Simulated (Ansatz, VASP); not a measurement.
**Two plane-wave programs on Sr4HfO**

File INCAR:

```
  PREC = Accurate
  ENCUT = 600
  EDIFF = 1E-7
  ISMEAR = 0
  SIGMA = 0.1
  LREAL = False
  LASPH = True
  NELM = 60
  ALGO = Normal
  ISIF = 3
  LWAVE = False
  LCHARG = False
  GGA = PE
  IBRION = 2
  NSW = 90
  EDIFFG = -0.04
```

Contents of KPOINTS:

```
Automatic mesh
0
Gamma
  4 4 4
```

File POSCAR:

```
Sr4HfO
1.0
    0.0000000000      4.3568304400      4.3568304400
    4.3568304400      0.0000000000      4.3568304400
    4.3568304400      4.3568304400      0.0000000000
Sr Hf O
4 1 1
Direct
    0.6249890000      0.6249890000      0.1250330100
    0.6249890000      0.6249890000      0.6249890000
    0.6249890000      0.1250330100      0.6249890000
    0.1250330100      0.6249890000      0.6249890000
    0.0000000000      0.0000000000      0.0000000000
    0.2500000000      0.2500000000      0.2500000000
```

Input for Ansatz:

```yaml
crystal:
  lattice:
    - [0.0, 4.35683044, 4.35683044]
    - [4.35683044, 0.0, 4.35683044]
    - [4.35683044, 4.35683044, 0.0]
  atoms:
    - { symbol: Sr, position: [0.624989, 0.624989, 0.12503301] }
    - { symbol: Sr, position: [0.624989, 0.624989, 0.624989] }
    - { symbol: Sr, position: [0.624989, 0.12503301, 0.624989] }
    - { symbol: Sr, position: [0.12503301, 0.624989, 0.624989] }
    - { symbol: Hf, position: [0.0, 0.0, 0.0] }
    - { symbol: O, position: [0.25, 0.25, 0.25] }
basis:
  ecutwfc: 420
kpoints:
  mp_grid: { grid: [4, 4, 4] }
hamiltonian:
  xc: pbe
scf:
  occupations: { method: gaussian, width: 0.1 }
  lower_state_search: "off"
output:
  forces: true
  stress: true
  eigenvalues: true
relax:
  adjacent_minimum: "off"
  f_tol: 0.04
  max_steps: 70
  cell: { stress_tol: 0.4 }
```

Change from the starting cell: species swapped into the LaYAl4 type (F-43m, No. 216).

Alike in both runs: task relaxation of cell and atoms; functional PBE; k mesh 4 × 4 × 4; occupations gaussian, width 0.1 eV; no spin polarisation.

|  | VASP | Ansatz |
| --- | --- | --- |
| version | VASP 6.6.1 | Ansatz 0.2.0 |
| potentials or method | VASP PAW PBE potentials, release 64 (Sr_sv, Hf_pv, O), cutoff 600 eV | scalar-relativistic, plane waves, PAW |
| valence electrons in the cell | 56 | 72 |

```csv
,VASP,Ansatz,Ansatz less VASP
"gap on the k mesh at the Fermi level, each at its own relaxed structure (eV)",none,none,-
relaxed volume (Å³/atom),39.47,38.83,-0.638
relaxed cell length with the largest relative difference (Å),6.944,6.907,-0.0376
```

A gap of «none» marks a metal or a gap that the smearing closes. VASP's potentials hold 56 valence electrons a cell and Ansatz's 72, so a difference there can come from the potentials and not from the codes.

Neither program's run includes spin-orbit coupling. Noted on VASP's run: the volume moved by over 15 % at a fixed basis, so the end points are rough.
